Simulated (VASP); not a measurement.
A run of VASP 6.6.1:

Contents of INCAR:

```
PREC = Accurate
ENCUT = 520
EDIFF = 1E-7
ISMEAR = 0
SIGMA = 0.01
LREAL = Auto
LASPH = True
NELM = 200
ALGO = Normal
ISIF = 2
LWAVE = False
LCHARG = False
ISPIN = 2
MAGMOM = 0 0 0 0 0 0 0 0 0 0 0 0 0 0 0 0.01 0.01 0.01 0.08 0.3 0.13 0.05 0.05 0.01 0.05 0.02 0.05 0.01 0.01 0.01 0.01 0 0
LORBIT = 11
NUPDOWN = 1.0
GGA = PE
IBRION = 2
NSW = 100
EDIFFG = -0.03
NELECT = 127.0
GGA_COMPAT = False
NELMIN = 4
ISYM = -1
```

The input KPOINTS:

```
explicit points
1
Reciprocal
  0.25000000   0.25000000   0.25000000 1
```

POSCAR

```
MgAl15HN16
1.0
    6.2595139100      0.0000000600      0.0000000000
   -3.1297570100      5.4208980300      0.0000000000
    0.0000000000      0.0000000000     10.0348065900
Al Mg N H
15 1 16 1
Direct
    0.3333333300      0.1666666700      0.2496176900
    0.3333333300      0.1666666700      0.7496176900
    0.1666666700      0.3333333300      0.9996176900
    0.3333333300      0.6666666700      0.2496176900
    0.1666666700      0.8333333300      0.4996176900
    0.3333333300      0.6666666700      0.7496176900
    0.1666666700      0.8333333300      0.9996176900
    0.8333333300      0.1666666700      0.2496176900
    0.6666666700      0.3333333300      0.4996176900
    0.8333333300      0.1666666700      0.7496176900
    0.6666666700      0.3333333300      0.9996176900
    0.8333333300      0.6666666700      0.2496176900
    0.6666666700      0.8333333300      0.4996176900
    0.8333333300      0.6666666700      0.7496176900
    0.6666666700      0.8333333300      0.9996176900
    0.1666666700      0.3333333300      0.4996176900
    0.3333333300      0.1666666700      0.4403823100
    0.1666666700      0.3333333300      0.1903823100
    0.3333333300      0.1666666700      0.9403823100
    0.1666666700      0.3333333300      0.6903823100
    0.3333333300      0.6666666700      0.4403823100
    0.1666666700      0.8333333300      0.1903823100
    0.3333333300      0.6666666700      0.9403823100
    0.1666666700      0.8333333300      0.6903823100
    0.8333333300      0.1666666700      0.4403823100
    0.6666666700      0.3333333300      0.1903823100
    0.8333333300      0.1666666700      0.9403823100
    0.6666666700      0.3333333300      0.6903823100
    0.8333333300      0.6666666700      0.4403823100
    0.6666666700      0.8333333300      0.1903823100
    0.8333333300      0.6666666700      0.9403823100
    0.6666666700      0.8333333300      0.6903823100
    0.4236020000      0.0763980000      0.4082460000
```

Potentials or basis: VASP PAW PBE potentials, release 64 (Al, Mg, N, H).

Run with:

```console
$ cat potpaw_PBE.64/Al/POTCAR potpaw_PBE.64/Mg/POTCAR potpaw_PBE.64/N/POTCAR potpaw_PBE.64/H/POTCAR > POTCAR
$ mpirun -np 1 vasp_std > vasp.out
```

Hardware: 1 thread of Intel(R) Xeon(R) Platinum 8488C (Sapphire Rapids), with other jobs on the host.

Problem. How long does it take, and how much memory?

Solution. It took 42 min on 1 thread of Intel(R) Xeon(R) Platinum 8488C (Sapphire Rapids), on a shared host, peak memory 0.61 GiB. Counts: scf iterations 212, k points 1, ion steps 22.
